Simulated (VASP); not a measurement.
# NaCl (Fm-3m) in VASP: a series of runs

NaCl is run at these levels: PBEsol; tasks: single point.

Everything below comes from runs of VASP 6.6.1. Logs are shortened: lines on timing, memory, paths and dates and some standing lists are left out, and cuts for length are marked.

## (1) The cell of the first run

The structure is cubic, space group Fm-3m (No. 225). The conventional cell has a = 5.602 Å, b = 5.602 Å, c = 5.602 Å, α = 90.00°, β = 90.00°, γ = 90.00°. Na (site symmetry m-3m) has 6 Cl at 2.80 Å within 3.7 Å. Cl (site symmetry m-3m) has 6 Na at 2.80 Å within 3.7 Å.

## (2) Single point, PBEsol

INCAR

```
SYSTEM = NaCl
PREC     = Accurate       ! precision mode
ENCUT    = 520            ! plane-wave cutoff, eV
EDIFF    = 1E-6           ! SCF threshold, eV
ISMEAR   = 0              ! smearing method
SIGMA    = 0.02           ! smearing width, eV
LREAL    = .FALSE.        ! projectors in reciprocal space
LASPH    = .TRUE.         ! aspherical terms in the spheres
NELM     = 100            ! most SCF steps
ALGO     = Normal         ! electronic algorithm
ISIF     = 2              ! what is computed and relaxed
LWAVE    = .FALSE.        ! write WAVECAR
LCHARG   = .FALSE.        ! write CHGCAR
GGA      = PS             ! functional
NBANDS   = 14             ! bands
```

KPOINTS

```
Automatic mesh
0
G
  6 6 6
  0 0 0
```

POSCAR

```
NaCl
1.0
    0.0000000000      2.8009521958      2.8009521958
    2.8009521958      0.0000000000      2.8009521958
    2.8009521958      2.8009521958      0.0000000000
Na Cl
1 1
Direct
    0.0000000000      0.0000000000      0.0000000000
    0.5000000000      0.5000000000      0.5000000000
```

Potentials or basis: VASP PAW PBE potentials, release 64 (Na_pv, Cl).

On the command line:

```console
cat potpaw_PBE.64/Na_pv/POTCAR potpaw_PBE.64/Cl/POTCAR > POTCAR
mpirun -np 1 vasp_std > vasp.out
```

OUTCAR:

```text
SYSTEM = NaCl
   PREC = Accurate
   ENCUT = 520
   EDIFF = 1E-6
   ISMEAR = 0
   LREAL = .FALSE.
   LASPH = .TRUE.
   NELM = 100
   ISIF = 2
   GGA = PS

 ion  position               nearest neighbor table
   1  0.000  0.000  0.000-
   2  0.500  0.500  0.500-

  LATTYP: Found a face centered cubic cell.
 ALAT       =     5.6019043916

  Lattice vectors:

 A1 = (   0.0000000000,   2.8009521958,   2.8009521958)
 A2 = (   2.8009521958,   0.0000000000,   2.8009521958)
 A3 = (   2.8009521958,   2.8009521958,   0.0000000000)

Analysis of symmetry for initial positions (statically):
=====================================================================
 Subroutine PRICEL returns:
 Original cell was already a primitive cell.

 Routine SETGRP: Setting up the symmetry group for a
 face centered cubic supercell.

 Subroutine GETGRP returns: Found 48 space group operations
 (whereof 48 operations were pure point group operations)
 out of a pool of 48 trial point group operations.

The static configuration has the point symmetry O_h .

Analysis of symmetry for dynamics (positions and initial velocities):
=====================================================================
 Subroutine PRICEL returns:
 Original cell was already a primitive cell.

 Routine SETGRP: Setting up the symmetry group for a
 face centered cubic supercell.

 Subroutine GETGRP returns: Found 48 space group operations
 (whereof 48 operations were pure point group operations)
 out of a pool of 48 trial point group operations.

The dynamic configuration has the point symmetry O_h .

 Subroutine INISYM returns: Found 48 space group operations
 (whereof 48 operations are pure point group operations),
 and found     1 'primitive' translations

----------------------------------------------------------------------------------------

                                     Primitive cell

  volume of cell :      43.9488

  direct lattice vectors                    reciprocal lattice vectors
     0.000000000  2.800952196  2.800952196    -0.178510722  0.178510722  0.178510722
     2.800952196  0.000000000  2.800952196     0.178510722 -0.178510722  0.178510722
     2.800952196  2.800952196  0.000000000     0.178510722  0.178510722 -0.178510722

  length of vectors
     3.961144583  3.961144583  3.961144583     0.309189641  0.309189641  0.309189641

  position of ions in fractional coordinates (direct lattice)
     0.000000000  0.000000000  0.000000000
     0.500000000  0.500000000  0.500000000

  ion indices of the primitive-cell ions
   primitive index   ion index
                 1           1
                 2           2

----------------------------------------------------------------------------------------

 KPOINTS: Automatic mesh

Automatic generation of k-mesh.
 Grid dimensions read from file:
 generate k-points for:    6    6    6

 Generating k-lattice:

  Cartesian coordinates                     Fractional coordinates (reciprocal lattice)
    -0.029751787  0.029751787  0.029751787     0.166666667  0.000000000  0.000000000
     0.029751787 -0.029751787  0.029751787     0.000000000  0.166666667  0.000000000
     0.029751787  0.029751787 -0.029751787     0.000000000  0.000000000  0.166666667

  Length of vectors
     0.051531607  0.051531607  0.051531607

  Shift w.r.t. Gamma in fractional coordinates (k-lattice)
     0.000000000  0.000000000  0.000000000

 Subroutine IBZKPT returns following result:
 ===========================================

 Found     16 irreducible k-points:

 Following reciprocal coordinates:
            Coordinates               Weight
  0.000000  0.000000  0.000000      1.000000
  0.166667  0.000000  0.000000      8.000000
  0.333333  0.000000  0.000000      8.000000
  0.500000  0.000000  0.000000      4.000000
  0.166667  0.166667  0.000000      6.000000
  0.333333  0.166667  0.000000     24.000000
[... 8 lines left out ...]
 -0.333333  0.333333  0.166667     24.000000
 -0.333333  0.500000  0.166667     12.000000
   k-points           NKPTS =     16   k-points in BZ     NKDIM =     16   number of bands    NBANDS=     14
   number of dos      NEDOS =    301   number of ions     NIONS =      2
   total plane-waves  NPLWV =  27000
   dimension x,y,z NGX =    30 NGY =   30 NGZ =   30
   dimension x,y,z NGXF=    60 NGYF=   60 NGZF=   60
   ions per type =               1   1
   NGX,Y,Z   is equivalent  to a cutoff of  12.59, 12.59, 12.59 a.u.
   NGXF,Y,Z  is equivalent  to a cutoff of  25.18, 25.18, 25.18 a.u.
 SYSTEM =  NaCl
   PREC   = accura    normal or accurate (medium, high low for compatibility)
   ISTART =      0    job   : 0-new  1-cont  2-samecut
   ICHARG =      2    charge: 1-file 2-atom 10-const
   ISPIN  =      1    spin polarized calculation?
   LNONCOLLINEAR =      F non collinear calculations
   LSORBIT =      F    spin-orbit coupling
   LASPH  =      T    aspherical Exc in radial PAW
   ENCUT  =  520.0 eV  38.22 Ry    6.18 a.u.   7.37  7.37  7.37*2*pi/ulx,y,z
   NELM   =    100;   NELMIN=  2; NELMDL= -5     # of ELM steps
   EDIFF  = 0.1E-05   stopping-criterion for ELM
   LREAL  =      F    real-space projection
   EDIFFG = 0.1E-04   stopping-criterion for IOM
   NSW    =      0    number of steps for IOM
   IBRION =     -1    ionic relax: 0-MD 1-quasi-New 2-CG
   NFREE  =      0    steps in history (QN), initial steepest desc. (CG)
   ISIF   =      2    stress and relaxation
   ISYM   =      2    0-nonsym 1-usesym 2-fastsym
   POTIM  = 0.5000    time-step for ionic-motion
   TEBEG  =    0.0;   TEEND  =   0.0 temperature during run
   PSTRESS=    0.0 pullay stress
   NELECT =      14.0000    total number of electrons
   NUPDOWN=      -1.0000    fix difference up-down
   EMIN   =  10.00;   EMAX   =-10.00  energy-range for DOS
   EFERMI =   0.00;   METHOD = LEGACY
   ISMEAR =     0;   SIGMA  =   0.02  broadening in eV -4-tet -1-fermi 0-gaus
   EFERMI_NEDOS =   21; number of points for ismear=-14 and -15
   IALGO  =     38    algorithm
   IMIX   =      4    mixing-type and parameters
     AMIX     =   0.40;   BMIX     =  1.00
     AMIX_MAG =   1.60;   BMIX_MAG =  1.00
  volume/ion in A,a.u.               =      21.97       148.29
  Fermi-wavevector in a.u.,A,eV,Ry     =   1.118069  2.112843 17.008338  1.250078
  Thomas-Fermi vector in A             =   2.254697
   LORBIT       =      0    0 simple, 1 ext, 2 COOP (PROOUT), +10 PAW based schemes
   GGA     = PS    functional components
   LHFCALC =     F    Hartree Fock is set to
   AEXX    =    0.0000 exact exchange contribution
   IVDW    =     0    specifies the selected vdW correction
   LEPSILON=     F    determine dielectric tensor
   LRPA    =     F    only Hartree local field effects (RPA)
 non-spin polarized calculation
 Gauss-broadening in eV      SIGMA  =   0.02
  energy-cutoff  :      520.00
  volume of cell :       43.95
 maximum number of plane-waves:      1243
 NGX is ok and might be reduce to    30
   NGX = 15   NGY = 15   NGZ = 15

 number of electron      14.0000004 magnetization

 Free energy of the ion-electron system (eV)
  ---------------------------------------------------
  ext. energy  EPLUGINS =         0.00000000
  ---------------------------------------------------
  free energy    TOTEN  =        -6.99826259 eV

  energy without entropy =       -6.99826259  energy(sigma->0) =       -6.99826259

 E-fermi :  -0.4785     XC(G=0):  -8.4234

 val. band max:       -0.6664233399   @ k =   0.0000   0.0000   0.0000
 cond. band min:       4.3403628952   @ k =   0.0000   0.0000   0.0000
 fundamental gap:      5.0067862350
 Fermi energy:        -0.4784589018

 k-point     1 :       0.0000    0.0000    0.0000
  band No.  band energies     occupation
      1     -21.2802      2.00000
      2     -21.2802      2.00000
      3     -21.2802      2.00000
      4     -13.3579      2.00000
      5      -0.6664      2.00000
      6      -0.6664      2.00000
      7      -0.6664      2.00000
      8       4.3404      0.00000
      9      10.3504      0.00000
     10      10.3504      0.00000
     11      10.3504      0.00000
     12      12.5979      0.00000
     13      12.5979      0.00000
     14      14.0045      0.00000

 k-point     2 :       0.1667    0.0000    0.0000
  band No.  band energies     occupation
      1     -21.2887      2.00000
      2     -21.2808      2.00000
      3     -21.2808      2.00000
      4     -13.2701      2.00000
      5      -1.3062      2.00000
      6      -0.7401      2.00000
      7      -0.7401      2.00000
      8       5.1766      0.00000
      9       9.5330      0.00000
     10      10.6452      0.00000
     11      10.6452      0.00000
     12      12.2686      0.00000
     13      12.2686      0.00000
     14      15.2258      0.00000

 k-point     3 :       0.3333    0.0000    0.0000
  band No.  band energies     occupation
      1     -21.3056      2.00000
      2     -21.2820      2.00000
      3     -21.2820      2.00000
      4     -13.0864      2.00000
      5      -2.2872      2.00000
      6      -0.8802      2.00000
      7      -0.8802      2.00000
      8       6.2654      0.00000
      9       9.3651      0.00000
     10      10.4753      0.00000
     11      10.4753      0.00000
     12      13.3664      0.00000
     13      13.3664      0.00000
     14      14.5713      0.00000
[... 188 lines left out ...]
 k-point    15 :      -0.3333    0.3333    0.1667
  band No.  band energies     occupation
      1     -21.3031      2.00000
      2     -21.2929      2.00000
      3     -21.2872      2.00000
      4     -12.9389      2.00000
      5      -2.2229      2.00000
      6      -1.7104      2.00000
      7      -1.2304      2.00000
      8       8.1246      0.00000
      9       8.4840      0.00000
     10       9.2110      0.00000
     11      11.1737      0.00000
     12      13.5485      0.00000
     13      14.9980      0.00000
     14      16.0800      0.00000

 k-point    16 :      -0.3333    0.5000    0.1667
  band No.  band energies     occupation
      1     -21.2997      2.00000
      2     -21.2928      2.00000
      3     -21.2913      2.00000
      4     -12.9262      2.00000
      5      -2.1879      2.00000
      6      -1.6323      2.00000
      7      -1.4233      2.00000
      8       7.7037      0.00000
      9       8.0681      0.00000
     10       9.7583      0.00000
     11      11.3882      0.00000
     12      14.5456      0.00000
     13      15.6397      0.00000
     14      15.7107      0.00000

------------------------ aborting loop because EDIFF is reached ----------------------------------------

  FORCE on cell =-STRESS in cart. coord.  units (eV):
  Direction    XX          YY          ZZ          XY          YZ          ZX
  --------------------------------------------------------------------------------------
  -------------------------------------------------------------------------------------
  Total        0.0067635      0.0067635      0.0067635      0.0000000      0.0000000      0.0000000
  in kB        0.2465688      0.2465688      0.2465688      0.0000000      0.0000000      0.0000000
  external PRESSURE =       0.2465688 kB  Pullay stress =       0.0000000 kB

 VOLUME and BASIS-vectors are now :
 -----------------------------------------------------------------------------
  energy-cutoff  :      520.00
  volume of cell :       43.95
      direct lattice vectors                 reciprocal lattice vectors
     0.000000000  2.800952196  2.800952196    -0.178510722  0.178510722  0.178510722
     2.800952196  0.000000000  2.800952196     0.178510722 -0.178510722  0.178510722
     2.800952196  2.800952196  0.000000000     0.178510722  0.178510722 -0.178510722

 POSITION                                       TOTAL-FORCE (eV/Angst)
 -----------------------------------------------------------------------------------
      0.00000      0.00000      0.00000        -0.000000     -0.000000     -0.000000
      2.80095      2.80095      2.80095         0.000000      0.000000      0.000000
 -----------------------------------------------------------------------------------
    total drift:                               -0.000000      0.000000      0.000000

  FREE ENERGIE OF THE ION-ELECTRON SYSTEM (eV)
  ---------------------------------------------------
  free  energy   TOTEN  =        -6.9982625915 eV

  energy  without entropy=       -6.9982625915  energy(sigma->0) =       -6.99826259
```

Run time: 8.9 s. Hardware: 1 thread of Intel Xeon Platinum 8259CL at 2.50GHz (Skylake/Cascade Lake), shared host; peak memory 0.16 GiB.

What came out:

- Free energy: -6.9983 eV
- Pressure: 0.0 GPa
- Band gap on the k mesh: 5.01 eV, direct

Levels at points of the mesh, in eV from the valence-band top:
```
           k point  band 4  band 5  band 6  band 7  band 8  band 9  band 10  band 11
(0.00, 0.00, 0.00)  -12.69    0.00    0.00    0.00    5.01   11.02    11.02    11.02
(0.50, 0.00, 0.00)  -12.32   -2.03   -0.28   -0.28    7.11   10.66    10.91    10.91
(0.50, 0.50, 0.00)  -12.27   -1.76   -0.63   -0.63    7.49    7.87    11.27    14.80
```

Caveat: the PAW data sets were made with another functional, which shifts forces and pressure a little. PBEsol gaps usually lie below the measured ones, often by a third to a half.

## (3) Single point, PBEsol

INCAR

```
PREC     = Accurate       # precision mode
ENCUT    = 520            # plane-wave cutoff, eV
EDIFF    = 1E-7           # SCF threshold, eV
ISMEAR   = 0              # smearing method
SIGMA    = 0.02           # smearing width, eV
LREAL    = F              # projectors in reciprocal space
LASPH    = T              # aspherical terms in the spheres
NELM     = 100            # most SCF steps
ALGO     = Normal         # electronic algorithm
ISIF     = 2              # what is computed and relaxed
LWAVE    = F              # write WAVECAR
LCHARG   = T              # write CHGCAR
GGA      = PS             # functional
LELF     = T              # ELF
LVHAR    = T            
NBANDS   = 14             # bands
```

KPOINTS

```
regular mesh
0
Gamma
  8 8 8
```

POSCAR is that of step 2.

Potentials or basis: VASP PAW PBE potentials, release 64 (Na_pv, Cl).

On the command line:

```console
cat potpaw_PBE.64/Na_pv/POTCAR potpaw_PBE.64/Cl/POTCAR > POTCAR
mpirun -np 1 vasp_std > vasp.out
```

Run time: 18 s. Hardware: 1 thread of Intel Xeon Platinum 8259CL at 2.50GHz (Skylake/Cascade Lake), shared host; peak memory 0.16 GiB.

It converged, with:

```
Free energy            : -6.9983 eV
Pressure               : 0.0 GPa
Band gap on the k mesh : 5.01 eV, direct
```

Levels at points of the mesh, in eV from the valence-band top:
| k point | band 4 | band 5 | band 6 | band 7 | band 8 | band 9 | band 10 | band 11 |
| --- | --- | --- | --- | --- | --- | --- | --- | --- |
| (0.00, 0.00, 0.00) | -12.69 | 0.00 | 0.00 | 0.00 | 5.01 | 11.02 | 11.02 | 11.02 |
| (0.50, 0.00, 0.00) | -12.32 | -2.03 | -0.28 | -0.28 | 7.11 | 10.66 | 10.91 | 10.91 |
| (0.50, 0.50, 0.00) | -12.27 | -1.76 | -0.63 | -0.63 | 7.49 | 7.87 | 11.27 | 14.80 |

Caveat: the PAW data sets were made with another functional, which shifts forces and pressure a little. PBEsol gaps usually lie below the measured ones, often by a third to a half.
